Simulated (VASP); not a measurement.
# P (R-3m) in VASP: further runs

Runs on P. Level: PBE. Tasks: single point.

All numbers are computed with VASP 6.6.1; they aren't measurements. Logs are shortened: lines on timing, memory, paths and dates and some standing lists are left out, and cuts for length are marked.

## (1) The cell of the first run

It takes space group R-3m (No. 166, trigonal). Conventional cell: a = 3.589 Å, b = 3.589 Å, c = 10.046 Å, α = 90.00°, β = 90.00°, γ = 120.00°. Within 3.4 Å of P (site symmetry 3m) lie 6 P at 2.58 to 2.75 Å.

## (2) Single point, PBE (strained)

Contents of INCAR:

```
PREC     = Accurate       # precision mode
ENCUT    = 520            # plane-wave cutoff, eV
EDIFF    = 1E-6           # SCF threshold, eV
ISMEAR   = 0              # smearing method
SIGMA    = 0.1            # smearing width, eV
LREAL    = F              # projectors in reciprocal space
LASPH    = T              # aspherical terms in the spheres
NELM     = 100            # most SCF steps
ALGO     = Normal         # electronic algorithm
ISIF     = 2              # what is computed and relaxed
LWAVE    = F              # write WAVECAR
LCHARG   = F              # write CHGCAR
GGA      = PE             # functional
NBANDS   = 12             # bands
```

Contents of KPOINTS:

```
Automatic mesh
0
Gamma
  15 15 15
```

Contents of POSCAR:

```
P
1.0
    1.7947024134      1.0361719215      3.3486637225
   -1.7947024134      1.0361719215      3.3486637225
    0.0000000000     -2.0723438429      3.3486637225
P
2
Direct
    0.2430563242      0.2430563242      0.2430563242
    0.7569436758      0.7569436758      0.7569436758
```

Potentials or basis: VASP PAW PBE potentials, release 64 (P).

Started as:

```sh
$ cat potpaw_PBE.64/P/POTCAR > POTCAR
$ mpirun -np 1 vasp_std > vasp.out
```

OUTCAR:

```text
PREC = Accurate
   ENCUT = 520
   EDIFF = 1E-6
   ISMEAR = 0
   LREAL = F
   LASPH = T
   NELM = 100
   ISIF = 2
   GGA = PE

 ion  position               nearest neighbor table
   1  0.243  0.243  0.243-   2 2.58   2 2.58   2 2.58   2 2.75   2 2.75   2 2.75
   2  0.757  0.757  0.757-   1 2.58   1 2.58   1 2.58   1 2.75   1 2.75   1 2.75

  LATTYP: Found a trigonal (rhomboedric) cell.
 ALAT       =     3.9380398335
 COS(alpha) =     0.5846112983

  Lattice vectors:

 A1 = (   1.7947024134,   1.0361719215,   3.3486637225)
 A2 = (  -1.7947024134,   1.0361719215,   3.3486637225)
 A3 = (   0.0000000000,  -2.0723438429,   3.3486637225)

Analysis of symmetry for initial positions (statically):
=====================================================================
 Subroutine PRICEL returns:
 Original cell was already a primitive cell.

 Routine SETGRP: Setting up the symmetry group for a
 trigonal (rhombohedral) supercell.

 Subroutine GETGRP returns: Found 12 space group operations
 (whereof 12 operations were pure point group operations)
 out of a pool of 12 trial point group operations.

The static configuration has the point symmetry D_3d.

Analysis of symmetry for dynamics (positions and initial velocities):
=====================================================================
 Subroutine PRICEL returns:
 Original cell was already a primitive cell.

 Routine SETGRP: Setting up the symmetry group for a
 trigonal (rhombohedral) supercell.

 Subroutine GETGRP returns: Found 12 space group operations
 (whereof 12 operations were pure point group operations)
 out of a pool of 12 trial point group operations.

The dynamic configuration has the point symmetry D_3d.

 Subroutine INISYM returns: Found 12 space group operations
 (whereof 12 operations are pure point group operations),
 and found     1 'primitive' translations

----------------------------------------------------------------------------------------

                                     Primitive cell

  volume of cell :      37.3635

  direct lattice vectors                    reciprocal lattice vectors
     1.794702413  1.036171922  3.348663722     0.278597720  0.160848468  0.099542194
    -1.794702413  1.036171922  3.348663722    -0.278597720  0.160848468  0.099542194
     0.000000000 -2.072343843  3.348663722     0.000000000 -0.321696937  0.099542194

  length of vectors
     3.938039833  3.938039833  3.938039833     0.336745553  0.336745553  0.336745553

  position of ions in fractional coordinates (direct lattice)
     0.243056324  0.243056324  0.243056324
     0.756943676  0.756943676  0.756943676

  ion indices of the primitive-cell ions
   primitive index   ion index
                 1           1
                 2           2

----------------------------------------------------------------------------------------

 KPOINTS: Automatic mesh

Automatic generation of k-mesh.
 Grid dimensions read from file:
 generate k-points for:   15   15   15

 Generating k-lattice:

  Cartesian coordinates                     Fractional coordinates (reciprocal lattice)
     0.018573181  0.010723231  0.006636146     0.066666667  0.000000000  0.000000000
    -0.018573181  0.010723231  0.006636146     0.000000000  0.066666667  0.000000000
     0.000000000 -0.021446462  0.006636146     0.000000000  0.000000000  0.066666667

  Length of vectors
     0.022449704  0.022449704  0.022449704

  Shift w.r.t. Gamma in fractional coordinates (k-lattice)
     0.000000000  0.000000000  0.000000000

 Subroutine IBZKPT returns following result:
 ===========================================

 Found    344 irreducible k-points:

 Following reciprocal coordinates:
            Coordinates               Weight
  0.000000  0.000000  0.000000      1.000000
  0.066667  0.000000  0.000000      6.000000
  0.133333  0.000000  0.000000      6.000000
  0.200000  0.000000  0.000000      6.000000
  0.266667  0.000000  0.000000      6.000000
  0.333333  0.000000  0.000000      6.000000
[... 16 lines left out ...]
  0.133333  0.133333  0.000000      6.000000
  0.200000  0.133333  0.000000     12.000000
 [... further k-points ...]
   k-points           NKPTS =    344   k-points in BZ     NKDIM =    344   number of bands    NBANDS=     12
   number of dos      NEDOS =    301   number of ions     NIONS =      2
   total plane-waves  NPLWV =  27000
   dimension x,y,z NGX =    30 NGY =   30 NGZ =   30
   dimension x,y,z NGXF=    60 NGYF=   60 NGZF=   60
   ions per type =               2
   NGX,Y,Z   is equivalent  to a cutoff of  12.66, 12.66, 12.66 a.u.
   NGXF,Y,Z  is equivalent  to a cutoff of  25.33, 25.33, 25.33 a.u.
 SYSTEM =  unknown system
   PREC   = accura    normal or accurate (medium, high low for compatibility)
   ISTART =      0    job   : 0-new  1-cont  2-samecut
   ICHARG =      2    charge: 1-file 2-atom 10-const
   ISPIN  =      1    spin polarized calculation?
   LNONCOLLINEAR =      F non collinear calculations
   LSORBIT =      F    spin-orbit coupling
   LASPH  =      T    aspherical Exc in radial PAW
   ENCUT  =  520.0 eV  38.22 Ry    6.18 a.u.   7.32  7.32  7.32*2*pi/ulx,y,z
   NELM   =    100;   NELMIN=  2; NELMDL= -5     # of ELM steps
   EDIFF  = 0.1E-05   stopping-criterion for ELM
   LREAL  =      F    real-space projection
   EDIFFG = 0.1E-04   stopping-criterion for IOM
   NSW    =      0    number of steps for IOM
   IBRION =     -1    ionic relax: 0-MD 1-quasi-New 2-CG
   NFREE  =      0    steps in history (QN), initial steepest desc. (CG)
   ISIF   =      2    stress and relaxation
   ISYM   =      2    0-nonsym 1-usesym 2-fastsym
   POTIM  = 0.5000    time-step for ionic-motion
   TEBEG  =    0.0;   TEEND  =   0.0 temperature during run
   PSTRESS=    0.0 pullay stress
   NELECT =      10.0000    total number of electrons
   NUPDOWN=      -1.0000    fix difference up-down
   EMIN   =  10.00;   EMAX   =-10.00  energy-range for DOS
   EFERMI =   0.00;   METHOD = LEGACY
   ISMEAR =     0;   SIGMA  =   0.10  broadening in eV -4-tet -1-fermi 0-gaus
   EFERMI_NEDOS =   21; number of points for ismear=-14 and -15
   IALGO  =     38    algorithm
   IMIX   =      4    mixing-type and parameters
     AMIX     =   0.40;   BMIX     =  1.00
     AMIX_MAG =   1.60;   BMIX_MAG =  1.00
  volume/ion in A,a.u.               =      18.68       126.07
  Fermi-wavevector in a.u.,A,eV,Ry     =   1.055016  1.993692 15.144091  1.113059
  Thomas-Fermi vector in A             =   2.190198
   LORBIT       =      0    0 simple, 1 ext, 2 COOP (PROOUT), +10 PAW based schemes
   GGA     = PE    functional components
   LHFCALC =     F    Hartree Fock is set to
   AEXX    =    0.0000 exact exchange contribution
   IVDW    =     0    specifies the selected vdW correction
   LEPSILON=     F    determine dielectric tensor
   LRPA    =     F    only Hartree local field effects (RPA)
 non-spin polarized calculation
 Gauss-broadening in eV      SIGMA  =   0.10
  energy-cutoff  :      520.00
  volume of cell :       37.36
 maximum number of plane-waves:      1023
 NGX is ok and might be reduce to    30
   NGX = 15   NGY = 15   NGZ = 15

 number of electron      10.0000001 magnetization

 Free energy of the ion-electron system (eV)
  ---------------------------------------------------
  ext. energy  EPLUGINS =         0.00000000
  ---------------------------------------------------
  free energy    TOTEN  =       -10.02978188 eV

  energy without entropy =      -10.02639327  energy(sigma->0) =      -10.02808757

 E-fermi :   6.3558     XC(G=0): -10.2051

 val. band max:        6.3532085277   @ k =   0.2667   0.1333   0.1333
 cond. band min:       6.3715907284   @ k =   0.4667  -0.0000   0.0000
 fundamental gap:      0.0183822007
 Fermi energy:         6.3557879628

 k-point     1 :       0.0000    0.0000    0.0000
  band No.  band energies     occupation
      1      -7.7893      2.00000
      2       2.0838      2.00000
      3       3.4445      2.00000
      4       5.1876      2.00000
      5       5.1876      2.00000
      6       9.9790      0.00000
      7       9.9790      0.00000
      8      10.1645      0.00000
      9      11.7939      0.00000
     10      12.6118      0.00000
     11      12.6118      0.00000
     12      13.7747      0.00000

 k-point     2 :       0.0667    0.0000    0.0000
  band No.  band energies     occupation
      1      -7.7245      2.00000
      2       1.8026      2.00000
      3       3.5450      2.00000
      4       5.1661      2.00000
      5       5.1784      2.00000
      6       9.6973      0.00000
      7       9.7741      0.00000
      8      10.0726      0.00000
      9      11.6400      0.00000
     10      12.5259      0.00000
     11      12.7115      0.00000
     12      14.2230      0.00000

 k-point     3 :       0.1333    0.0000    0.0000
  band No.  band energies     occupation
      1      -7.5304      2.00000
      2       1.1249      2.00000
      3       3.6880      2.00000
      4       5.1128      2.00000
      5       5.2179      2.00000
      6       9.0607      0.00000
      7       9.1582      0.00000
      8       9.6551      0.00000
      9      11.8659      0.00000
     10      12.4787      0.00000
     11      13.1033      0.00000
     12      15.2539      0.00000
[... 286 lines left out ...]
 k-point    23 :       0.1333    0.1333    0.0000
  band No.  band energies     occupation
      1      -7.4636      2.00000
      2       0.8733      2.00000
      3       3.5375      2.00000
      4       4.6530      2.00000
      5       6.1012      1.99968
      6       7.5315      0.00000
      7      10.2202      0.00000
      8      10.3316      0.00000
      9      11.5896      0.00000
     10      12.8300      0.00000
     11      13.6386      0.00000
     12      14.2047      0.00000

 k-point    24 :       0.2000    0.1333    0.0000
  band No.  band energies     occupation
      1      -7.2384      2.00000
      2       0.3892      2.00000
      3       3.3259      2.00000
      4       4.4589      2.00000
      5       6.1865      1.98333
      6       7.0996      0.00000
      7      10.0258      0.00000
      8      10.3221      0.00000
      9      11.3462      0.00000
     10      13.3204      0.00000
     11      14.3011      0.00000
     12      14.8238      0.00000

 [... further k-points ...]

------------------------ aborting loop because EDIFF is reached ----------------------------------------

  FORCE on cell =-STRESS in cart. coord.  units (eV):
  Direction    XX          YY          ZZ          XY          YZ          ZX
  --------------------------------------------------------------------------------------
  -------------------------------------------------------------------------------------
  Total       -2.4810237     -2.4810237     -5.0486247      0.0000000     -0.0000000      0.0000000
  in kB     -106.3884395   -106.3884395   -216.4893888      0.0000000     -0.0000000      0.0000000
  external PRESSURE =    -143.0887560 kB  Pullay stress =       0.0000000 kB

 VOLUME and BASIS-vectors are now :
 -----------------------------------------------------------------------------
  energy-cutoff  :      520.00
  volume of cell :       37.36
      direct lattice vectors                 reciprocal lattice vectors
     1.794702413  1.036171922  3.348663722     0.278597720  0.160848468  0.099542194
    -1.794702413  1.036171922  3.348663722    -0.278597720  0.160848468  0.099542194
     0.000000000 -2.072343843  3.348663722     0.000000000 -0.321696937  0.099542194

 POSITION                                       TOTAL-FORCE (eV/Angst)
 -----------------------------------------------------------------------------------
      0.00000      0.00000      2.44174         0.000000     -0.000000     -1.477819
      0.00000      0.00000      7.60425         0.000000      0.000000      1.477819
 -----------------------------------------------------------------------------------
    total drift:                               -0.000000     -0.000000      0.000000

  FREE ENERGIE OF THE ION-ELECTRON SYSTEM (eV)
  ---------------------------------------------------
  free  energy   TOTEN  =       -10.0297818775 eV

  energy  without entropy=      -10.0263932664  energy(sigma->0) =      -10.02808757
```

It took 68 s on 1 thread of Intel Xeon 6975P-C (Granite Rapids), shared host; peak memory 0.24 GiB.

Results:

* Free energy: -10.0298 eV
* Pressure: -14.3 GPa
* Largest force: 1.478 eV/Å
* Band gap on the k mesh: zero (bands 5 and 6 overlap by 1.24 eV)

Forces in eV/Å, atoms in the order of the input:
```
P    0.000  0.000 -1.478
P    0.000  0.000  1.478
```

Caveat: the cell differs from its parent crystal (strained); the cell stands under tension; forces of over 1 eV/Å act on the atoms, so gaps and moduli don't describe the material at rest.

## (3) Single point, PBE (strained)

Contents of INCAR:

```
PREC = Accurate
ENCUT = 520
EDIFF = 1E-7
ISMEAR = 0
SIGMA = 0.1
LREAL = F
LASPH = T
NELM = 100
ALGO = Normal
ISIF = 2
LWAVE = F
LCHARG = F
GGA = PE
NBANDS = 12
```

Contents of KPOINTS:

```
regular mesh
0
Gamma
  15 15 15
```

Contents of POSCAR:

```
P
1.0
    1.6927120553      0.9772877608      2.8820284327
   -1.6927120553      0.9772877608      2.8820284327
    0.0000000000     -1.9545755216      2.8820284327
P
2
Direct
    0.2302754648      0.2302754648      0.2302754648
    0.7697245352      0.7697245352      0.7697245352
```

Potentials or basis: VASP PAW PBE potentials, release 64 (P).

Started as:

```sh
$ cat potpaw_PBE.64/P/POTCAR > POTCAR
$ mpirun -np 1 vasp_std > vasp.out
```

It took 50 s on 1 thread of Intel Xeon 6975P-C (Granite Rapids), shared host; peak memory 0.21 GiB.

The run converged. Its results:

```
Free energy            : -10.5421 eV
Pressure               : 11.3 GPa
Largest force          : 0.640 eV/Å
Band gap on the k mesh : zero (bands 5 and 6 overlap by 1.59 eV)
```

Forces on the atoms (eV/Å):
```
P    0.000  0.000  0.640
P    0.000  0.000 -0.640
```

Stress tensor (GPa, compression positive):
```
11.38  0.00  0.00
 0.00 11.38  0.00
 0.00  0.00 11.23
```

Levels at points of the mesh, in eV from the Fermi level:
| k point | band 1 | band 2 | band 3 | band 4 | band 5 | band 6 | band 7 | band 8 | band 9 | band 10 |
| --- | --- | --- | --- | --- | --- | --- | --- | --- | --- | --- |
| (0.00, 0.00, 0.00) | -17.48 | -3.07 | -3.07 | -2.79 | -2.11 | 1.83 | 3.00 | 3.00 | 5.63 | 5.63 |

Caveat: the cell differs from its parent crystal (strained); the cell stands under pressure.
